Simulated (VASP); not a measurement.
The system is Sc2GeSe.

```xyz
4
Lattice="3.9283 0.0000 0.0000 0.0000 4.6050 0.0000 0.0000 0.0000 5.1795" Properties=species:S:1:pos:R:3 pbc="T T T"
Sc    0.0000    0.0000    0.0000
Sc    1.9641    2.3025    0.0000
Ge    0.0000    0.0000    2.5897
Se    0.0000    2.3025    0.0000
```

The cell was generated, and may not be a known phase.

```yaml
Program: VASP 6.6.1
Task: relaxation of cell and atoms
Functional: PBE
Potentials_or_basis: VASP PAW PBE potentials, release 64 (Sc_sv, Ge_d, Se)
Cutoff: 600 eV
k_mesh: 4 × 4 × 4
Occupations: gaussian, width 0.1 eV
Spin: no spin polarisation
```

At the start: pressure 45.5 GPa; volume 23.42 Å³/atom.

Q: How do energy, volume and symmetry change on relaxing?

A: Over 9 steps the energy falls by 1733.8 meV/atom and the volume is 34.37 Å³/atom (+46.7 %); space group Pmmm (No. 47, to 0.1 Å) before and after.

Step by step:
| step | energy change (eV) | largest force (eV/Å) | pressure (GPa) | volume (Å³) |
| --- | --- | --- | --- | --- |
| 1 | 0.0000 | 0.0000 | 45.54 | 93.69 |
| 2 | -4.2640 | 0.0000 | -5.86 | 201.39 |
| 3 | -6.8671 | 0.0000 | -0.36 | 138.57 |
| 4 | -6.8863 | 0.0000 | 0.16 | 136.71 |
| 5 | -6.8967 | 0.0000 | 1.11 | 133.66 |
| 6 | -6.8967 | 0.0000 | 0.83 | 134.52 |
| 7 | -6.9329 | 0.0000 | -0.27 | 138.40 |
| 8 | -6.9331 | 0.0000 | -0.35 | 138.71 |
| 9 | -6.9354 | 0.0000 | 0.04 | 137.47 |

Final structure:
```yaml
crystal:
  lattice:
    - [5.03550, 0.00000, 0.00000]
    - [0.00000, 5.15288, 0.00000]
    - [0.00000, 0.00000, 5.29800]
  atoms:
    - { symbol: Sc, position: [0.00000, 0.00000, 0.00000] }
    - { symbol: Sc, position: [0.50000, 0.50000, 0.00000] }
    - { symbol: Ge, position: [0.00000, 0.00000, 0.50000] }
    - { symbol: Se, position: [0.00000, 0.50000, 0.00000] }
```

Caveat: the k points lie up to 0.31 Å⁻¹ apart in the final cell, too coarse for converged energies and pressures of a metal; the volume moved by over 15 % at a fixed basis, so the end points are rough.
